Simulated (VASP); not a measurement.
Runs of VASP 6.6.1 on CaSe. It takes space group F-43m (No. 216, cubic). The conventional cell has a = 6.559 Å, b = 6.559 Å, c = 6.559 Å, α = 90.00°, β = 90.00°, γ = 90.00°. Ca (site symmetry -43m) has 4 Se at 2.84 Å within 3.7 Å. Se (site symmetry -43m) has 4 Ca at 2.84 Å within 3.7 Å. 

```tsv
level	potentials or basis	spin	k mesh	gap on the mesh (eV)	pressure (GPa)
PBE	VASP PAW PBE potentials, release 64 (Ca_sv, Se)	non-collinear, zero start, SOC	4 × 4 × 4	-	0.6
LDA	VASP PAW LDA potentials, release 64 (Ca_sv, Se)	off	6 × 6 × 6	(a)	(b)
PBE	VASP PAW PBE potentials, release 64 (Ca_sv, Se)	off	6 × 6 × 6	3.21	0.6
r2SCAN	VASP PAW PBE potentials, release 64 (Ca_sv, Se)	off	6 × 6 × 6	3.69	0.2
r2SCAN	VASP PAW PBE potentials, release 64 (Ca_sv, Se)	off	4 × 4 × 4	3.68	0.2
```

Alike in all rows: task single point; cell as given; cutoff (eV) 520; smearing gaussian 0.01 eV.

Question: Fill in the values left out.

Answer: (a) 2.95; (b) -2.0.

Caveats: some runs use coarse meshes; the PAW data sets were made with another functional, which shifts forces and pressure a little (at least some runs).

A k mesh can miss the band edges, and rows without SOC leave out spin-orbit coupling on Se.
